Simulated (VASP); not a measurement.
Write the native input for VASP 6.6.1 that does the following.

```
Task                   : single point
Functional             : PBE
Potentials or basis    : VASP PAW PBE potentials, release 64 (Al, Zn)
Cutoff                 : 520 eV
k mesh                 : 4 × 4 × 4
Occupations            : gaussian, width 0.1 eV
Spin                   : no spin polarisation
Dipole correction      : no
Further INCAR settings : ALGO = Normal; EDIFF = 1e-06; NBANDS = 36
```

The structure of AlZn2 lies in POSCAR:

```
AlZn2
1.0
    0.0000000000      3.6411385407      3.6411385407
    3.6411385407      0.0000000000      3.6411385407
    3.6411385407      3.6411385407      0.0000000000
Al Zn
2 4
Direct
    0.0000000000      0.0000000000      0.0000000000
    0.2500000000      0.2500000000      0.2500000000
    0.6250000000      0.6250000000      0.6250000000
    0.1250000000      0.6250000000      0.6250000000
    0.6250000000      0.6250000000      0.1250000000
    0.6250000000      0.1250000000      0.6250000000
```

These files were run (other wordings do the same):

INCAR

```
SYSTEM = AlZn2
PREC = Accurate ; ENCUT = 520
EDIFF = 1E-6 ; ISMEAR = 0
SIGMA = 0.1 ; LREAL = .FALSE.
LASPH = .TRUE. ; NELM = 80
ALGO = Normal ; ISIF = 2
LWAVE = .FALSE. ; LCHARG = .TRUE.
GGA = PE ; LELF = .TRUE.
LVHAR = .TRUE. ; NBANDS = 36
```

KPOINTS

```
Automatic mesh
0
G
  4 4 4
  0 0 0
```

Potentials or basis: VASP PAW PBE potentials, release 64 (Al, Zn).

Command:

```console
$ cat potpaw_PBE.64/Al/POTCAR potpaw_PBE.64/Zn/POTCAR > POTCAR
$ mpirun -np 1 vasp_std > vasp.out
```

Results of the run:

The pressure is 0.2 GPa. The band gap on the k mesh is zero (bands 27 and 28 overlap by 5.45 eV).

Caveat: the k points lie up to 0.37 Å⁻¹ apart, too coarse for converged energies and pressures of a metal.

It took 22 s on 1 thread of AMD EPYC 9R45 96-Core Processor (Zen 5), on a shared host, peak memory 0.21 GiB.
